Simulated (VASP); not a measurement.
Wanted: the native input for a VASP 6.6.1 run.

```yaml
Task: single point
Functional: PBE
Potentials_or_basis: VASP PAW PBE potentials, release 64 (Pt, Se)
Cutoff: 520 eV
k_mesh: 8 × 8 × 7
Occupations: fermi-dirac, width 0.05 eV
Spin: no spin polarisation
Hubbard_terms: Pt d U = 4.0 eV
Dipole_correction: no
Further_INCAR_settings: ALGO = Normal; EDIFF = 1e-06; NBANDS = 15
```

The structure of PtSe lies in POSCAR:

```
PtSe
1.0
    3.7018703300      0.0000000000      0.0000000000
   -1.8509351600      3.2059137500      0.0000000000
    0.0000000000      0.0000000000      3.6128420300
Pt Se
1 1
Direct
    0.0000000000      0.0000000000      0.0000000000
    0.6666666667      0.3333333333      0.5000000000
```

These files were run (other wordings do the same):

INCAR

```
  PREC = Accurate
  ENCUT = 520
  EDIFF = 1E-6
  ISMEAR = -1
  SIGMA = 0.05
  LREAL = False
  LASPH = True
  NELM = 150
  ALGO = Normal
  ISIF = 2
  LWAVE = False
  LCHARG = False
  LMAXMIX = 4
  LDAU = True
  LDAUTYPE = 2
  LDAUL = 2 -1
  LDAUU = 4 0
  LDAUJ = 0 0
  LDAUPRINT = 1
  GGA = PE
  NBANDS = 15
```

KPOINTS

```
regular mesh
0
Gamma
  8 8 7
```

Potentials or basis: VASP PAW PBE potentials, release 64 (Pt, Se).

Run with:

```console
$ cat potpaw_PBE.64/Pt/POTCAR potpaw_PBE.64/Se/POTCAR > POTCAR
$ mpirun -np 1 vasp_std > vasp.out
```

It gave:

The pressure is -13.2 GPa and the band gap on the k mesh is zero (band 8 reaches 6.04 eV, above the bottom of band 9 at 5.19 eV).

Caveat: spin-orbit coupling is left out, which moves the levels of the heavy elements; U without spin polarisation on a metal has little footing.

Run time: 30 s on 1 thread of Intel Xeon 8259CL, on a shared host, peak memory 0.17 GiB.
